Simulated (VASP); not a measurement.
# Ag in VASP: a series of runs

Ag is run at these levels: PBE; tasks: single point, relaxation of cell and atoms.

All numbers are computed with VASP 6.6.1; they aren't measurements. Logs are shortened: lines on timing, memory, paths and dates and some standing lists are left out, and cuts for length are marked.

### 1 The cell of the first run

It takes space group I4/mmm (No. 139, tetragonal). Conventional cell: a = 2.875 Å, b = 2.875 Å, c = 4.373 Å, α = 90.00°, β = 90.00°, γ = 90.00°. Ag (site symmetry 4/mmm) has 12 Ag at 2.87 to 2.99 Å within 3.8 Å.

### 2 Single point, PBE

Contents of INCAR:

```
PREC = Accurate
ENCUT = 500
EDIFF = 1E-6
ISMEAR = 0
SIGMA = 0.1
LREAL = False
LASPH = True
NELM = 120
ALGO = Normal
ISIF = 2
LWAVE = False
LCHARG = False
GGA = PE
NBANDS = 12
GGA_COMPAT = False
```

Contents of KPOINTS:

```
regular mesh
0
Gamma
  8 8 8
```

Contents of POSCAR:

```
Ag
1.0
   -1.4372596958      1.4372596958      2.1865809577
    1.4372596958     -1.4372596958      2.1865809577
    1.4372596958      1.4372596958     -2.1865809577
Ag
1
Direct
    0.0000000000      0.0000000000      0.0000000000
```

Potentials or basis: VASP PAW PBE potentials, release 64 (Ag).

Command:

```sh
> cat potpaw_PBE.64/Ag/POTCAR > POTCAR
> mpirun -np 1 vasp_std > vasp.out
```

OUTCAR:

```text
PREC = Accurate
   ENCUT = 500
   EDIFF = 1E-6
   ISMEAR = 0
   LREAL = False
   LASPH = True
   NELM = 120
   ISIF = 2
   GGA = PE

 ion  position               nearest neighbor table
   1  0.000  0.000  0.000-

  LATTYP: Found a body centered tetragonal cell.
 ALAT       =     2.8745193916
 C/A-ratio  =     1.5213541186

  Lattice vectors:

 A1 = (  -1.4372596958,   1.4372596958,   2.1865809577)
 A2 = (   1.4372596958,  -1.4372596958,   2.1865809577)
 A3 = (   1.4372596958,   1.4372596958,  -2.1865809577)

Analysis of symmetry for initial positions (statically):
=====================================================================
 Subroutine PRICEL returns:
 Original cell was already a primitive cell.

 Routine SETGRP: Setting up the symmetry group for a
 body centered tetragonal supercell.

 Subroutine GETGRP returns: Found 16 space group operations
 (whereof 16 operations were pure point group operations)
 out of a pool of 16 trial point group operations.

The static configuration has the point symmetry D_4h.

Analysis of symmetry for dynamics (positions and initial velocities):
=====================================================================
 Subroutine PRICEL returns:
 Original cell was already a primitive cell.

 Routine SETGRP: Setting up the symmetry group for a
 body centered tetragonal supercell.

 Subroutine GETGRP returns: Found 16 space group operations
 (whereof 16 operations were pure point group operations)
 out of a pool of 16 trial point group operations.

The dynamic configuration has the point symmetry D_4h.

 Subroutine INISYM returns: Found 16 space group operations
 (whereof 16 operations are pure point group operations),
 and found     1 'primitive' translations

----------------------------------------------------------------------------------------

                                     Primitive cell

  volume of cell :      18.0674

  direct lattice vectors                    reciprocal lattice vectors
    -1.437259696  1.437259696  2.186580958     0.000000000  0.347884242  0.228667499
     1.437259696 -1.437259696  2.186580958     0.347884242  0.000000000  0.228667499
     1.437259696  1.437259696 -2.186580958     0.347884242  0.347884242  0.000000000

  length of vectors
     2.985392294  2.985392294  2.985392294     0.416307904  0.416307904  0.491982613

  position of ions in fractional coordinates (direct lattice)
     0.000000000  0.000000000  0.000000000

  ion indices of the primitive-cell ions
   primitive index   ion index
                 1           1

----------------------------------------------------------------------------------------

 KPOINTS: regular mesh

Automatic generation of k-mesh.
 Grid dimensions read from file:
 generate k-points for:    8    8    8

 Generating k-lattice:

  Cartesian coordinates                     Fractional coordinates (reciprocal lattice)
     0.000000000  0.043485530  0.028583437     0.125000000  0.000000000  0.000000000
     0.043485530  0.000000000  0.028583437     0.000000000  0.125000000  0.000000000
     0.043485530  0.043485530  0.000000000     0.000000000  0.000000000  0.125000000

  Length of vectors
     0.052038488  0.052038488  0.061497827

  Shift w.r.t. Gamma in fractional coordinates (k-lattice)
     0.000000000  0.000000000  0.000000000

 Subroutine IBZKPT returns following result:
 ===========================================

 Found     59 irreducible k-points:

 Following reciprocal coordinates:
            Coordinates               Weight
  0.000000  0.000000  0.000000      1.000000
  0.125000  0.000000  0.000000      8.000000
  0.250000  0.000000  0.000000      8.000000
  0.375000  0.000000  0.000000      8.000000
  0.500000  0.000000  0.000000      4.000000
  0.125000  0.125000  0.000000      8.000000
[... 16 lines left out ...]
  0.250000  0.125000  0.125000     16.000000
  0.375000  0.125000  0.125000      8.000000
 [... further k-points ...]
   k-points           NKPTS =     59   k-points in BZ     NKDIM =     59   number of bands    NBANDS=     12
   number of dos      NEDOS =    301   number of ions     NIONS =      1
   total plane-waves  NPLWV =  13824
   dimension x,y,z NGX =    24 NGY =   24 NGZ =   24
   dimension x,y,z NGXF=    48 NGYF=   48 NGZF=   48
   ions per type =               1
   NGX,Y,Z   is equivalent  to a cutoff of  13.36, 13.36, 13.36 a.u.
   NGXF,Y,Z  is equivalent  to a cutoff of  26.73, 26.73, 26.73 a.u.
 SYSTEM =  unknown system
   PREC   = accura    normal or accurate (medium, high low for compatibility)
   ISTART =      0    job   : 0-new  1-cont  2-samecut
   ICHARG =      2    charge: 1-file 2-atom 10-const
   ISPIN  =      1    spin polarized calculation?
   LNONCOLLINEAR =      F non collinear calculations
   LSORBIT =      F    spin-orbit coupling
   LASPH  =      T    aspherical Exc in radial PAW
   ENCUT  =  500.0 eV  36.75 Ry    6.06 a.u.   5.44  5.44  5.44*2*pi/ulx,y,z
   NELM   =    120;   NELMIN=  2; NELMDL= -5     # of ELM steps
   EDIFF  = 0.1E-05   stopping-criterion for ELM
   LREAL  =      F    real-space projection
   EDIFFG = 0.1E-04   stopping-criterion for IOM
   NSW    =      0    number of steps for IOM
   IBRION =     -1    ionic relax: 0-MD 1-quasi-New 2-CG
   NFREE  =      0    steps in history (QN), initial steepest desc. (CG)
   ISIF   =      2    stress and relaxation
   ISYM   =      2    0-nonsym 1-usesym 2-fastsym
   POTIM  = 0.5000    time-step for ionic-motion
   TEBEG  =    0.0;   TEEND  =   0.0 temperature during run
   PSTRESS=    0.0 pullay stress
   NELECT =      11.0000    total number of electrons
   NUPDOWN=      -1.0000    fix difference up-down
   EMIN   =  10.00;   EMAX   =-10.00  energy-range for DOS
   EFERMI =   0.00;   METHOD = LEGACY
   ISMEAR =     0;   SIGMA  =   0.10  broadening in eV -4-tet -1-fermi 0-gaus
   EFERMI_NEDOS =   21; number of points for ismear=-14 and -15
   IALGO  =     38    algorithm
   IMIX   =      4    mixing-type and parameters
     AMIX     =   0.40;   BMIX     =  1.00
     AMIX_MAG =   1.60;   BMIX_MAG =  1.00
  volume/ion in A,a.u.               =      18.07       121.92
  Fermi-wavevector in a.u.,A,eV,Ry     =   1.387524  2.622039 26.194232  1.925222
  Thomas-Fermi vector in A             =   2.511737
   LORBIT       =      0    0 simple, 1 ext, 2 COOP (PROOUT), +10 PAW based schemes
   GGA     = PE    functional components
   LHFCALC =     F    Hartree Fock is set to
   AEXX    =    0.0000 exact exchange contribution
   IVDW    =     0    specifies the selected vdW correction
   LEPSILON=     F    determine dielectric tensor
   LRPA    =     F    only Hartree local field effects (RPA)
 non-spin polarized calculation
 Gauss-broadening in eV      SIGMA  =   0.10
  energy-cutoff  :      500.00
  volume of cell :       18.07
 maximum number of plane-waves:       473
 NGX is ok and might be reduce to    24
   NGX = 11   NGY = 11   NGZ = 11

 number of electron      11.0000000 magnetization

 Free energy of the ion-electron system (eV)
  ---------------------------------------------------
  ext. energy  EPLUGINS =         0.00000000
  ---------------------------------------------------
  free energy    TOTEN  =        -2.68823079 eV

  energy without entropy =       -2.68688298  energy(sigma->0) =       -2.68755688

 E-fermi :   7.5450     XC(G=0): -11.8659

 val. band max:        7.4411103241   @ k =  -0.3750  -0.3750   0.2500
 cond. band min:       7.6296946251   @ k =  -0.2500   0.3750   0.1250
 fundamental gap:      0.1885843011
 Fermi energy:         7.5449509643

 k-point     1 :       0.0000    0.0000    0.0000
  band No.  band energies     occupation
      1       0.3006      2.00000
      2       2.7558      2.00000
      3       3.2088      2.00000
      4       3.2088      2.00000
      5       3.7449      2.00000
      6       4.1854      2.00000
      7      23.6164      0.00000
      8      26.2664      0.00000
      9      27.0400      0.00000
     10      27.0400      0.00000
     11      31.4131      0.00000
     12      32.0324      0.00000

 k-point     2 :       0.1250    0.0000    0.0000
  band No.  band energies     occupation
      1       0.7513      2.00000
      2       2.8206      2.00000
      3       3.1658      2.00000
      4       3.3153      2.00000
      5       3.7559      2.00000
      6       4.1234      2.00000
      7      22.8756      0.00000
      8      24.5251      0.00000
      9      26.6006      0.00000
     10      27.1126      0.00000
     11      29.8135      0.00000
     12      31.6525      0.00000

 k-point     3 :       0.2500    0.0000    0.0000
  band No.  band energies     occupation
      1       1.6148      2.00000
      2       3.0368      2.00000
      3       3.3156      2.00000
      4       3.4222      2.00000
      5       4.0340      2.00000
      6       4.1519      2.00000
      7      18.3945      0.00000
      8      23.8997      0.00000
      9      26.3537      0.00000
     10      26.9570      0.00000
     11      28.7843      0.00000
     12      30.4408      0.00000
[... 286 lines left out ...]
 k-point    23 :       0.2500    0.1250    0.1250
  band No.  band energies     occupation
      1       2.2866      2.00000
      2       2.8051      2.00000
      3       3.1107      2.00000
      4       3.7122      2.00000
      5       4.4803      2.00000
      6       7.3419      1.99592
      7      14.7866      0.00000
      8      19.2939      0.00000
      9      21.9814      0.00000
     10      25.1258      0.00000
     11      28.6070      0.00000
     12      31.7570      0.00000

 k-point    24 :       0.3750    0.1250    0.1250
  band No.  band energies     occupation
      1       2.2219      2.00000
      2       2.6780      2.00000
      3       3.4329      2.00000
      4       3.5515      2.00000
      5       4.6955      2.00000
      6       9.9317      0.00000
      7      11.3746      0.00000
      8      20.1407      0.00000
      9      20.2849      0.00000
     10      24.4706      0.00000
     11      29.0837      0.00000
     12      35.0959      0.00000

 [... further k-points ...]

------------------------ aborting loop because EDIFF is reached ----------------------------------------

  FORCE on cell =-STRESS in cart. coord.  units (eV):
  Direction    XX          YY          ZZ          XY          YZ          ZX
  --------------------------------------------------------------------------------------
  -------------------------------------------------------------------------------------
  Total       -0.0597160     -0.0597160     -0.1148617      0.0000000      0.0000000     -0.0000000
  in kB       -5.2954788     -5.2954788    -10.1856759      0.0000000      0.0000000     -0.0000000
  external PRESSURE =      -6.9255445 kB  Pullay stress =       0.0000000 kB

 VOLUME and BASIS-vectors are now :
 -----------------------------------------------------------------------------
  energy-cutoff  :      500.00
  volume of cell :       18.07
      direct lattice vectors                 reciprocal lattice vectors
    -1.437259696  1.437259696  2.186580958     0.000000000  0.347884242  0.228667499
     1.437259696 -1.437259696  2.186580958     0.347884242  0.000000000  0.228667499
     1.437259696  1.437259696 -2.186580958     0.347884242  0.347884242  0.000000000

 POSITION                                       TOTAL-FORCE (eV/Angst)
 -----------------------------------------------------------------------------------
      0.00000      0.00000      0.00000        -0.000000      0.000000     -0.000000
 -----------------------------------------------------------------------------------
    total drift:                               -0.000000      0.000000      0.000000

  FREE ENERGIE OF THE ION-ELECTRON SYSTEM (eV)
  ---------------------------------------------------
  free  energy   TOTEN  =        -2.6882307850 eV

  energy  without entropy=       -2.6868829814  energy(sigma->0) =       -2.68755688
```

Wall time 12 s (1 thread of AMD EPYC 7R43 (Zen 3), shared host); peak memory 0.11 GiB.

What came out:

```
Free energy            : -2.6882 eV
Pressure               : -0.7 GPa
Band gap on the k mesh : zero (an odd number of electrons rules out a gap without spin polarisation)
```

(Continued in part 2 of 2.)
